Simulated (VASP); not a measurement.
A run of VASP 6.6.1 is set up as follows.

File INCAR:

```
PREC = Accurate
ENCUT = 520
EDIFF = 1E-6
ISMEAR = 0
SIGMA = 0.3
LREAL = False
LASPH = True
NELM = 60
ALGO = Normal
ISIF = 2
LWAVE = False
LCHARG = False
NBANDS = 22
```

Contents of KPOINTS:

```
regular mesh
0
Gamma
  9 9 9
```

POSCAR

```
Bi
1.0
    2.2451514826      1.2962388128      3.8388382945
   -2.2451514826      1.2962388128      3.8388382945
    0.0000000000     -2.5924776257      3.8388382945
Bi
2
Direct
    0.2371145469      0.2371145469      0.2371145469
    0.7628854531      0.7628854531      0.7628854531
```

Potentials or basis: VASP PAW LDA potentials, release 64 (Bi_d).

Command:

```console
$ cat potpaw_LDA.64/Bi_d/POTCAR > POTCAR
$ mpirun -np 1 vasp_std > vasp.out
```

Q: Estimate the largest force.

A: 0.025 eV/Å.

Q: Estimate the pressure.

A: 0.1 GPa.

Stress tensor (GPa, compression positive):
```
0.13 0.00 0.00
0.00 0.13 0.00
0.00 0.00 0.04
```

Caveat: so wide a smearing shifts energies and pressures.
